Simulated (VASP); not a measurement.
Input of a VASP 6.6.1 run:

File INCAR:

```
SYSTEM = Si2W
  PREC = Accurate
  ENCUT = 600
  EDIFF = 1E-6
  ISMEAR = 0
  SIGMA = 0.05
  LREAL = .False.
  LASPH = .True.
  NELM = 60
  ALGO = Normal
  ISIF = 4
  LWAVE = .False.
  LCHARG = .False.
  GGA = RE
  IBRION = 2
  NSW = 60
  EDIFFG = -0.01
```

KPOINTS

```
Automatic mesh
0
Gamma
  10 10 10
  0 0 0
```

File POSCAR:

```
Si2W
1.0
   -1.5974829832      1.5974829832      3.8940096030
    1.5974829832     -1.5974829832      3.8940096030
    1.5974829832      1.5974829832     -3.8940096030
Si W
2 1
Direct
    0.3344558693      0.3344558693      0.0000000000
    0.6655441307      0.6655441307      0.0000000000
    0.0000000000      0.0000000000      0.0000000000
```

Potentials or basis: VASP PAW PBE potentials, release 64 (Si, W_sv).

Run with:

```bash
$ cat potpaw_PBE.64/Si/POTCAR potpaw_PBE.64/W_sv/POTCAR > POTCAR
$ mpirun -np 1 vasp_std > vasp.out
```

(1) Predict the band gap on the k mesh.

## Answers

(1) zero (bands 11 and 12 overlap by 1.36 eV).

Caveat: spin-orbit coupling is left out, which moves the levels of the heavy elements.
